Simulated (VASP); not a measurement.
# LiCl (Fm-3m) in VASP: notebook

LiCl is run at these levels: PBE+D3(BJ); tasks: single point, relaxation of cell and atoms.

All numbers are computed with VASP 6.6.1; they aren't measurements. Logs are shortened: lines on timing, memory, paths and dates and some standing lists are left out, and cuts for length are marked.

### Step 1. The cell of the first run

Symmetry: Fm-3m, No. 225, cubic system. Conventional cell: a = 5.036 Å, b = 5.036 Å, c = 5.036 Å, α = 90.00°, β = 90.00°, γ = 90.00°. Within 3.3 Å of Li (site symmetry m-3m) lie 6 Cl at 2.52 Å. Cl (site symmetry m-3m) has 6 Li at 2.52 Å within 3.3 Å.

### Step 2. Single point, PBE+D3(BJ)

The input, INCAR:

```
SYSTEM = LiCl
ALGO = Normal
EDIFF = 1E-6
ENCUT = 750
GGA = PE
GGA_COMPAT = .FALSE.
ISIF = 2
ISMEAR = 0
IVDW = 12
LASPH = .TRUE.
LCHARG = .TRUE.
LELF = .TRUE.
LREAL = .FALSE.
LVHAR = .TRUE.
LWAVE = .FALSE.
NBANDS = 12
NELM = 120
PREC = Accurate
SIGMA = 0.02
```

The input, KPOINTS:

```
k-points
0
G
  8 8 8
  0 0 0
```

The input, POSCAR:

```
LiCl
1.0
    0.0000000000      2.5179137907      2.5179137907
    2.5179137907      0.0000000000      2.5179137907
    2.5179137907      2.5179137907      0.0000000000
Li Cl
1 1
Direct
    0.0000000000      0.0000000000      0.0000000000
    0.5000000000      0.5000000000      0.5000000000
```

Potentials or basis: VASP PAW PBE potentials, release 64 (Li_sv, Cl).

Command:

```
$ cat potpaw_PBE.64/Li_sv/POTCAR potpaw_PBE.64/Cl/POTCAR > POTCAR
$ mpirun -np 1 vasp_std > vasp.out
```

OUTCAR:

```text
SYSTEM = LiCl
   EDIFF = 1E-6
   ENCUT = 750
   GGA = PE
   ISIF = 2
   ISMEAR = 0
   IVDW = 12
   LASPH = .TRUE.
   LREAL = .FALSE.
   NELM = 120
   PREC = Accurate
 IVDW          = 12

 ion  position               nearest neighbor table
   1  0.000  0.000  0.000-   2 2.52   2 2.52   2 2.52   2 2.52   2 2.52   2 2.52
   2  0.500  0.500  0.500-   1 2.52   1 2.52   1 2.52   1 2.52   1 2.52   1 2.52

  LATTYP: Found a face centered cubic cell.
 ALAT       =     5.0358275814

  Lattice vectors:

 A1 = (   0.0000000000,   2.5179137907,   2.5179137907)
 A2 = (   2.5179137907,   0.0000000000,   2.5179137907)
 A3 = (   2.5179137907,   2.5179137907,   0.0000000000)

Analysis of symmetry for initial positions (statically):
=====================================================================
 Subroutine PRICEL returns:
 Original cell was already a primitive cell.

 Routine SETGRP: Setting up the symmetry group for a
 face centered cubic supercell.

 Subroutine GETGRP returns: Found 48 space group operations
 (whereof 48 operations were pure point group operations)
 out of a pool of 48 trial point group operations.

The static configuration has the point symmetry O_h .

Analysis of symmetry for dynamics (positions and initial velocities):
=====================================================================
 Subroutine PRICEL returns:
 Original cell was already a primitive cell.

 Routine SETGRP: Setting up the symmetry group for a
 face centered cubic supercell.

 Subroutine GETGRP returns: Found 48 space group operations
 (whereof 48 operations were pure point group operations)
 out of a pool of 48 trial point group operations.

The dynamic configuration has the point symmetry O_h .

 Subroutine INISYM returns: Found 48 space group operations
 (whereof 48 operations are pure point group operations),
 and found     1 'primitive' translations

----------------------------------------------------------------------------------------

                                     Primitive cell

  volume of cell :      31.9266

  direct lattice vectors                    reciprocal lattice vectors
     0.000000000  2.517913791  2.517913791    -0.198577093  0.198577093  0.198577093
     2.517913791  0.000000000  2.517913791     0.198577093 -0.198577093  0.198577093
     2.517913791  2.517913791  0.000000000     0.198577093  0.198577093 -0.198577093

  length of vectors
     3.560867832  3.560867832  3.560867832     0.343945614  0.343945614  0.343945614

  position of ions in fractional coordinates (direct lattice)
     0.000000000  0.000000000  0.000000000
     0.500000000  0.500000000  0.500000000

  ion indices of the primitive-cell ions
   primitive index   ion index
                 1           1
                 2           2

----------------------------------------------------------------------------------------

 KPOINTS: k-points

Automatic generation of k-mesh.
 Grid dimensions read from file:
 generate k-points for:    8    8    8

 Generating k-lattice:

  Cartesian coordinates                     Fractional coordinates (reciprocal lattice)
    -0.024822137  0.024822137  0.024822137     0.125000000  0.000000000  0.000000000
     0.024822137 -0.024822137  0.024822137     0.000000000  0.125000000  0.000000000
     0.024822137  0.024822137 -0.024822137     0.000000000  0.000000000  0.125000000

  Length of vectors
     0.042993202  0.042993202  0.042993202

  Shift w.r.t. Gamma in fractional coordinates (k-lattice)
     0.000000000  0.000000000  0.000000000

 Subroutine IBZKPT returns following result:
 ===========================================

 Found     29 irreducible k-points:

 Following reciprocal coordinates:
            Coordinates               Weight
  0.000000  0.000000  0.000000      1.000000
  0.125000  0.000000  0.000000      8.000000
  0.250000  0.000000  0.000000      8.000000
  0.375000  0.000000  0.000000      8.000000
  0.500000  0.000000  0.000000      4.000000
  0.125000  0.125000  0.000000      6.000000
[... 16 lines left out ...]
  0.500000  0.250000  0.125000     48.000000
 -0.375000  0.250000  0.125000     24.000000
 [... further k-points ...]
   k-points           NKPTS =     29   k-points in BZ     NKDIM =     29   number of bands    NBANDS=     12
   number of dos      NEDOS =    301   number of ions     NIONS =      2
   total plane-waves  NPLWV =  32768
   dimension x,y,z NGX =    32 NGY =   32 NGZ =   32
   dimension x,y,z NGXF=    64 NGYF=   64 NGZF=   64
   ions per type =               1   1
   NGX,Y,Z   is equivalent  to a cutoff of  14.94, 14.94, 14.94 a.u.
   NGXF,Y,Z  is equivalent  to a cutoff of  29.88, 29.88, 29.88 a.u.
 SYSTEM =  LiCl
   PREC   = accura    normal or accurate (medium, high low for compatibility)
   ISTART =      0    job   : 0-new  1-cont  2-samecut
   ICHARG =      2    charge: 1-file 2-atom 10-const
   ISPIN  =      1    spin polarized calculation?
   LNONCOLLINEAR =      F non collinear calculations
   LSORBIT =      F    spin-orbit coupling
   LASPH  =      T    aspherical Exc in radial PAW
   ENCUT  =  750.0 eV  55.12 Ry    7.42 a.u.   7.95  7.95  7.95*2*pi/ulx,y,z
   NELM   =    120;   NELMIN=  2; NELMDL= -5     # of ELM steps
   EDIFF  = 0.1E-05   stopping-criterion for ELM
   LREAL  =      F    real-space projection
   EDIFFG = 0.1E-04   stopping-criterion for IOM
   NSW    =      0    number of steps for IOM
   IBRION =     -1    ionic relax: 0-MD 1-quasi-New 2-CG
   NFREE  =      0    steps in history (QN), initial steepest desc. (CG)
   ISIF   =      2    stress and relaxation
   ISYM   =      2    0-nonsym 1-usesym 2-fastsym
   POTIM  = 0.5000    time-step for ionic-motion
   TEBEG  =    0.0;   TEEND  =   0.0 temperature during run
   PSTRESS=    0.0 pullay stress
   NELECT =      10.0000    total number of electrons
   NUPDOWN=      -1.0000    fix difference up-down
   EMIN   =  10.00;   EMAX   =-10.00  energy-range for DOS
   EFERMI =   0.00;   METHOD = LEGACY
   ISMEAR =     0;   SIGMA  =   0.02  broadening in eV -4-tet -1-fermi 0-gaus
   EFERMI_NEDOS =   21; number of points for ismear=-14 and -15
   IALGO  =     38    algorithm
   IMIX   =      4    mixing-type and parameters
     AMIX     =   0.40;   BMIX     =  1.00
     AMIX_MAG =   1.60;   BMIX_MAG =  1.00
  volume/ion in A,a.u.               =      15.96       107.73
  Fermi-wavevector in a.u.,A,eV,Ry     =   1.111793  2.100984 16.817943  1.236084
  Thomas-Fermi vector in A             =   2.248360
   LORBIT       =      0    0 simple, 1 ext, 2 COOP (PROOUT), +10 PAW based schemes
   GGA     = PE    functional components
   LHFCALC =     F    Hartree Fock is set to
   AEXX    =    0.0000 exact exchange contribution
   IVDW    =    12    specifies the selected vdW correction
   LEPSILON=     F    determine dielectric tensor
   LRPA    =     F    only Hartree local field effects (RPA)
 non-spin polarized calculation
 Gauss-broadening in eV      SIGMA  =   0.02
  energy-cutoff  :      750.00
  volume of cell :       31.93
 maximum number of plane-waves:      1524
   NGX = 15   NGY = 15   NGZ = 15

 number of electron      10.0000000 magnetization

 number of electron       9.9999999 magnetization

 Free energy of the ion-electron system (eV)
  ---------------------------------------------------
  ext. energy  EPLUGINS =         0.00000000
  ---------------------------------------------------
  free energy    TOTEN  =        -7.36815863 eV

  energy without entropy =       -7.36815863  energy(sigma->0) =       -7.36815863

 E-fermi :   1.2246     XC(G=0):  -8.9719

 val. band max:        1.0079371856   @ k =   0.0000   0.0000   0.0000
 cond. band min:       7.6728386867   @ k =   0.0000   0.0000   0.0000
 fundamental gap:      6.6649015011
 Fermi energy:         1.2246088938

 k-point     1 :       0.0000    0.0000    0.0000
  band No.  band energies     occupation
      1     -42.4162      2.00000
      2     -12.5925      2.00000
      3       1.0079      2.00000
      4       1.0079      2.00000
      5       1.0079      2.00000
      6       7.6728      0.00000
      7      12.9888      0.00000
      8      12.9888      0.00000
      9      12.9888      0.00000
     10      15.7840      0.00000
     11      15.7851      0.00000
     12      15.8732      0.00000

 k-point     2 :       0.1250    0.0000    0.0000
  band No.  band energies     occupation
      1     -42.4156      2.00000
      2     -12.5077      2.00000
      3       0.4413      2.00000
      4       0.9626      2.00000
      5       0.9626      2.00000
      6       8.1339      0.00000
      7      12.2345      0.00000
      8      12.9259      0.00000
      9      12.9259      0.00000
     10      14.2450      0.00000
     11      14.2450      0.00000
     12      16.3349      0.00000

 k-point     3 :       0.2500    0.0000    0.0000
  band No.  band energies     occupation
      1     -42.4144      2.00000
      2     -12.2902      2.00000
      3      -0.6963      2.00000
      4       0.8595      2.00000
      5       0.8595      2.00000
      6       8.4394      0.00000
      7      11.7715      0.00000
      8      11.7715      0.00000
      9      12.2433      0.00000
     10      15.0975      0.00000
     11      15.0975      0.00000
     12      16.9279      0.00000
[... 286 lines left out ...]
 k-point    23 :       0.5000    0.2500    0.1250
  band No.  band energies     occupation
      1     -42.4124      2.00000
      2     -11.9036      2.00000
      3      -1.4969      2.00000
      4      -0.3207      2.00000
      5       0.4685      2.00000
      6       9.5515      0.00000
      7      10.4643      0.00000
      8      11.5077      0.00000
      9      12.6798      0.00000
     10      15.6948      0.00000
     11      18.8274      0.00000
     12      19.2829      0.00000

 k-point    24 :      -0.3750    0.2500    0.1250
  band No.  band energies     occupation
      1     -42.4120      2.00000
      2     -11.8125      2.00000
      3      -1.7538      2.00000
      4      -0.4238      2.00000
      5       0.3720      2.00000
      6       9.3404      0.00000
      7      10.4158      0.00000
      8      11.6851      0.00000
      9      13.1268      0.00000
     10      16.8074      0.00000
     11      17.5183      0.00000
     12      19.5476      0.00000

 [... further k-points ...]

------------------------ aborting loop because EDIFF is reached ----------------------------------------

 Edisp (eV)   -0.47694

 E8    (eV) :    -0.1798

  FORCE on cell =-STRESS in cart. coord.  units (eV):
  Direction    XX          YY          ZZ          XY          YZ          ZX
  --------------------------------------------------------------------------------------
  -------------------------------------------------------------------------------------
  Total      -0.01688    -0.01688    -0.01688     0.00000     0.00000    -0.00000
  in kB      -0.84689    -0.84689    -0.84689     0.00000     0.00000    -0.00000
  external pressure =       -0.85 kB  Pullay stress =        0.00 kB

 VOLUME and BASIS-vectors are now :
 -----------------------------------------------------------------------------
  energy-cutoff  :      750.00
  volume of cell :       31.93
      direct lattice vectors                 reciprocal lattice vectors
     0.000000000  2.517913791  2.517913791    -0.198577093  0.198577093  0.198577093
     2.517913791  0.000000000  2.517913791     0.198577093 -0.198577093  0.198577093
     2.517913791  2.517913791  0.000000000     0.198577093  0.198577093 -0.198577093

 POSITION                                       TOTAL-FORCE (eV/Angst)
 -----------------------------------------------------------------------------------
      0.00000      0.00000      0.00000         0.000000     -0.000000      0.000000
      2.51791      2.51791      2.51791        -0.000000      0.000000     -0.000000
 -----------------------------------------------------------------------------------
    total drift:                               -0.000000     -0.000000      0.000000

  FREE ENERGIE OF THE ION-ELECTRON SYSTEM (eV)
  ---------------------------------------------------
  free  energy   TOTEN  =        -7.8450981971 eV

  energy  without entropy=       -7.8450981971  energy(sigma->0) =       -7.84509820
```

Run time: 20 s. Hardware: 1 thread of AMD EPYC 7R43 (Zen 3), shared host; peak memory 0.14 GiB.

Results:

* Free energy: -7.8451 eV
* Pressure: -0.1 GPa
* Band gap on the k mesh: 6.66 eV
* Dispersion energy per atom: -0.238 eV

### Step 3. Relaxation of cell and atoms, PBE+D3(BJ)

This run uses another cell than the first one, of 16.43 Å³/atom.

The input, INCAR:

```
SYSTEM = LiCl
ALGO = Normal
EDIFF = 1E-7
EDIFFG = -0.02
ENCUT = 750
GGA = PE
GGA_COMPAT = .False.
IBRION = 2
ISIF = 3
ISMEAR = 0
IVDW = 12
LASPH = .True.
LCHARG = .False.
LREAL = .False.
LWAVE = .False.
NELM = 120
NELMIN = 4
NSW = 70
PREC = Accurate
SIGMA = 0.02
```

The input, KPOINTS:

```
k-points
0
Gamma
  8 8 8
  0 0 0
```

The input, POSCAR:

```
LiCl
1.0
    0.0000000000      2.5421220000      2.5421220000
    2.5421220000      0.0000000000      2.5421220000
    2.5421220000      2.5421220000      0.0000000000
Li Cl
1 1
Direct
    0.0000000000      0.0000000000      0.0000000000
    0.5000000000      0.5000000000      0.5000000000
```

Potentials or basis: VASP PAW PBE potentials, release 64 (Li_sv, Cl).

Command:

```
$ cat potpaw_PBE.64/Li_sv/POTCAR potpaw_PBE.64/Cl/POTCAR > POTCAR
$ mpirun -np 1 vasp_std > vasp.out
```

Wall time 33 s (1 thread of AMD EPYC 7R43 (Zen 3), shared host); peak memory 0.15 GiB.

The run converged. Its results:

```yaml
Free_energy: -7.8455 eV
Relaxed_volume: 15.93 Å³/atom
Relaxed_cell: a = 3.558 Å, b = 3.558 Å, c = 3.558 Å, α = 60.00°, β = 60.00°, γ = 60.00°
Space_group_after_relaxing_to_0.1_Å: Fm-3m (No. 225)
Energy_gained_by_relaxing: 1.8 meV/atom
Ionic_steps: 3
Pressure_after_relaxing: 0.0 GPa
Band_gap_on_the_k_mesh: 6.68 eV
Dispersion_energy_per_atom: -0.239 eV
```

The path:
```tsv
step	energy change (eV)	largest force (eV/Å)	pressure (GPa)	volume (Å³)
1	0.0000	0.0000	-1.10	32.86
2	-0.0027	0.0000	-0.54	32.32
3	-0.0036	0.0000	-0.02	31.86
```

Final structure:
```cif
data_structure
_symmetry_space_group_name_H-M 'P 1'
_symmetry_Int_Tables_number 1
_cell_length_a 3.5584
_cell_length_b 3.5584
_cell_length_c 3.5584
_cell_angle_alpha 60.000
_cell_angle_beta 60.000
_cell_angle_gamma 60.000
_cell_volume 31.86
loop_
_atom_site_label
_atom_site_type_symbol
_atom_site_fract_x
_atom_site_fract_y
_atom_site_fract_z
_atom_site_occupancy
Li1 Li 0.00000 0.00000 0.00000 1
Cl1 Cl 0.50000 0.50000 0.50000 1
```

Levels at points of the mesh, in eV from the valence-band top:
```
           k point  band 3  band 4  band 5  band 6  band 7  band 8
(0.00, 0.00, 0.00)    0.00    0.00    0.00    6.68   11.98   11.98
(0.50, 0.00, 0.00)   -3.05   -0.28   -0.28    6.82    9.52    9.52
(0.50, 0.50, 0.00)   -3.16   -1.21   -1.21    8.00    8.20   12.94
```

A k mesh can miss the band edges.
